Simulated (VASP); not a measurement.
A run of VASP 6.6.1 is set up as follows.

INCAR

```
SYSTEM = BWO4
ALGO = Normal ; EDIFF = 1E-7
ENCUT = 520 ; GGA = PE
ISIF = 2 ; ISMEAR = 0
LASPH = .True. ; LCHARG = .False.
LREAL = .False. ; LWAVE = .False.
NBANDS = 30 ; NELM = 100
PREC = Accurate ; SIGMA = 0.1
```

The input KPOINTS:

```
k-points
0
Gamma
  12 12 8
  0 0 0
```

POSCAR

```
BWO4
1.0
    3.3115798845      0.0000000000      0.0000000000
    0.0000000000      3.3115798845      0.0000000000
    0.0000000000      0.0000000000      4.7221964071
B W O
1 1 4
Direct
    0.5000000000      0.5000000000      0.5000000000
    0.0000000000      0.0000000000      0.0000000000
    0.5000000000      0.0000000000      0.2574403183
    0.0000000000      0.5000000000      0.7425596817
    0.5000000000      0.0000000000      0.7425596817
    0.0000000000      0.5000000000      0.2574403183
```

Potentials or basis: VASP PAW PBE potentials, release 64 (B, W_sv, O).

Run with:

```sh
$ cat potpaw_PBE.64/B/POTCAR potpaw_PBE.64/W_sv/POTCAR potpaw_PBE.64/O/POTCAR > POTCAR
$ mpirun -np 1 vasp_std > vasp.out
```

(1) Predict the band gap on the k mesh.

(2) What does it give for the pressure?

## Answers

(1) zero (an odd number of electrons rules out a gap without spin polarisation).

(2) 1.6 GPa.

Caveat: spin-orbit coupling is left out, which moves the levels of the heavy elements; an odd number of electrons without spin polarisation forces a metal; a magnetic or distorted state may lie lower.
